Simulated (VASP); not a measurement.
## KTaO3: single point with PBEsol

KTaO3:

```
CELL_PARAMETERS angstrom
4.22128 0.00000 0.00000
0.00000 4.22128 0.00000
0.00000 0.00000 3.74174
ATOMIC_POSITIONS crystal
K 0.50000 0.50000 0.50000
Ta 0.00000 0.00000 0.00000
O 0.50000 0.00000 0.00000
O 0.00000 0.50000 0.00000
O 0.00000 0.00000 0.50000
```

- Program: VASP 6.6.1
- Task: single point
- Functional: PBEsol
- Potentials or basis: VASP PAW PBE potentials, release 64 (K_sv, Ta_pv, O)
- Cutoff: 520 eV
- k mesh: 8 × 8 × 8
- Occupations: gaussian, width 0.05 eV
- Spin: no spin polarisation

```json
{
 "Pressure": "-3.5 GPa",
 "Band gap on the k mesh": "1.75 eV (least direct gap 2.30 eV)"
}
```

Stress tensor (GPa, compression positive):
```
-18.92   0.00   0.00
  0.00 -18.92   0.00
  0.00   0.00  27.21
```

Levels at points of the mesh, in eV from the valence-band top:
```
           k point  band 17  band 18  band 19  band 20  band 21  band 22
(0.00, 0.00, 0.00)    -0.62    -0.62    -0.54     1.75     1.93     1.93
(0.50, 0.00, 0.00)    -1.42    -1.12    -0.72     2.02     4.09     4.09
(0.50, 0.50, 0.00)    -2.10    -1.76    -0.08     4.11     4.11     5.13
(0.00, 0.00, 0.50)    -1.35    -0.79    -0.79     2.02     5.31     5.67
(0.50, 0.00, 0.50)    -1.19    -1.08    -0.25     4.17     5.67     5.99
(0.50, 0.50, 0.50)    -0.14    -0.14     0.00     5.29     6.50     6.50
```

Run time: 57 s on 1 thread of AMD EPYC 9R45 96-Core Processor (Zen 5), with other jobs on the host, peak memory 0.23 GiB.

Caveat: the cell stands under tension; the PAW data sets were made with another functional, which shifts forces and pressure a little; spin-orbit coupling is left out, which moves the levels of the heavy elements. A k mesh can miss the band edges.
